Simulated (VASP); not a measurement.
Ca: single point with PBEsol

Crystal: Ca.

```xyz
1
Lattice="0.0000 2.7230 2.7230 2.7230 0.0000 2.7230 2.7230 2.7230 0.0000" Properties=species:S:1:pos:R:3 pbc="T T T"
Ca    0.0000    0.0000    0.0000
```

```
Program                : VASP 6.6.1
Task                   : single point
Functional             : PBEsol
Potentials or basis    : VASP PAW PBE potentials, release 64 (Ca_sv)
Cutoff                 : 520 eV
k mesh                 : 6 × 6 × 6
Occupations            : fermi-dirac, width 0.05 eV
Spin                   : no spin polarisation
Dipole correction      : no
Further INCAR settings : ALGO = Normal; EDIFF = 1e-06; NBANDS = 11
```

| Property | Result |
| --- | --- |
| Pressure | 0.0 GPa |
| Band gap on the k mesh | zero (band 5 reaches 2.08 eV, above the bottom of band 6 at 1.95 eV) |

Levels at points of the mesh, in eV from the Fermi level:
| k point | band 1 | band 2 | band 3 | band 4 | band 5 | band 6 | band 7 | band 8 | band 9 | band 10 |
| --- | --- | --- | --- | --- | --- | --- | --- | --- | --- | --- |
| (0.00, 0.00, 0.00) | -41.77 | -22.76 | -22.76 | -22.76 | -4.15 | 2.35 | 2.35 | 2.35 | 3.49 | 3.49 |
| (0.50, 0.00, 0.00) | -41.75 | -22.92 | -22.78 | -22.78 | -1.06 | -0.16 | 2.23 | 2.23 | 4.22 | 4.22 |
| (0.50, 0.50, 0.00) | -41.75 | -22.91 | -22.82 | -22.82 | -0.54 | 0.50 | 1.01 | 4.21 | 4.41 | 4.41 |

It used 10 s of CPU time on 1 thread of AMD EPYC 7R13 Processor (Zen 3), on a shared host.

Caveat: the PAW data sets were made with another functional, which shifts forces and pressure a little.
